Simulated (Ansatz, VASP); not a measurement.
InSb in VASP and in Ansatz

INCAR

```
SYSTEM = InSb
PREC = Accurate
ENCUT = 520
EDIFF = 1E-7
ISMEAR = 0
SIGMA = 0.15
LREAL = .False.
LASPH = .True.
NELM = 80
ALGO = Normal
ISIF = 2
LWAVE = .False.
LCHARG = .True.
GGA = PE
LELF = .True.
LVHAR = .True.
NBANDS = 16
```

File KPOINTS:

```
regular mesh
0
Gamma
  12 12 12
  0 0 0
```

The input POSCAR:

```
InSb
1.0
    0.0000000000      3.3362730000      3.2391000000
    3.3362730000      0.0000000000      3.2391000000
    3.3362730000      3.3362730000      0.0000000000
In Sb
1 1
Direct
    0.0000000000      0.0000000000      0.0000000000
    0.7500000000      0.7500000000      0.7500000000
```

Input for Ansatz:

```yaml
crystal:
  lattice:
    - [0.0, 3.336273, 3.2391]
    - [3.336273, 0.0, 3.2391]
    - [3.336273, 3.336273, 0.0]
  atoms:
    - { symbol: In, position: [0.0, 0.0, 0.0] }
    - { symbol: Sb, position: [0.75, 0.75, 0.75] }
basis:
  ecutwfc: 420
kpoints:
  mp_grid: { grid: [12, 12, 12] }
hamiltonian:
  xc: pbe
scf:
  occupations: { method: gaussian, width: 0.15 }
output:
  forces: true
  stress: true
  eigenvalues: true
```

Change from the starting cell: strain +0.030 along x and y, +0.000 along z, atoms carried along.

Alike in both runs: task single point; functional PBE; k mesh 12 × 12 × 12; occupations gaussian, width 0.15 eV; no spin polarisation.

|  | VASP | Ansatz |
| --- | --- | --- |
| version | VASP 6.6.1 | Ansatz 0.2.0 |
| potentials or method | VASP PAW PBE potentials, release 64 (In_d, Sb), cutoff 520 eV | scalar-relativistic, plane waves, PAW |
| valence electrons in the cell | 18 | 28 |

```tsv
	VASP	Ansatz	Ansatz less VASP
pressure (GPa)	0.4	0.5	+0.02
traceless stress, the component that is largest in VASP (GPa)	0.49	0.49	-0.001
```

VASP's potentials hold 18 valence electrons a cell and Ansatz's 28, so a difference there can come from the potentials and not from the codes.

Spin-orbit coupling is off throughout.
